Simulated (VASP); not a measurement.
A run of VASP 6.6.1:

File INCAR:

```
PREC = Accurate
ENCUT = 560
EDIFF = 1E-6
ISMEAR = 0
SIGMA = 0.05
LREAL = F
LASPH = T
NELM = 120
ALGO = Normal
ISIF = 2
LWAVE = F
LCHARG = F
NBANDS = 23
GGA_COMPAT = F
```

File KPOINTS:

```
Automatic mesh
0
Gamma
  7 7 7
```

POSCAR

```
TcIr
1.0
    3.0393340863      0.0000000000      0.0000000000
    0.0000000000      3.0393340863      0.0000000000
    0.0000000000      0.0000000000      3.0393340863
Ir Tc
1 1
Direct
    0.0000000000      0.0000000000      0.0000000000
    0.5000000000      0.5000000000      0.5000000000
```

Potentials or basis: VASP PAW LDA potentials, release 64 (Ir_sv_GW, Tc_sv).

Run with:

```console
$ cat potpaw_LDA.64/Ir_sv_GW/POTCAR potpaw_LDA.64/Tc_sv/POTCAR > POTCAR
$ mpirun -np 1 vasp_std > vasp.out
```

Hardware: 1 thread of Intel(R) Xeon(R) Platinum 8488C (Sapphire Rapids), on a shared host.

Task: How long does it take, and how much memory?

Result: Wall time 7.6 s on 1 thread of Intel(R) Xeon(R) Platinum 8488C (Sapphire Rapids) (shared host), peak memory 0.13 GiB. Counts: scf iterations 15, k points 20.
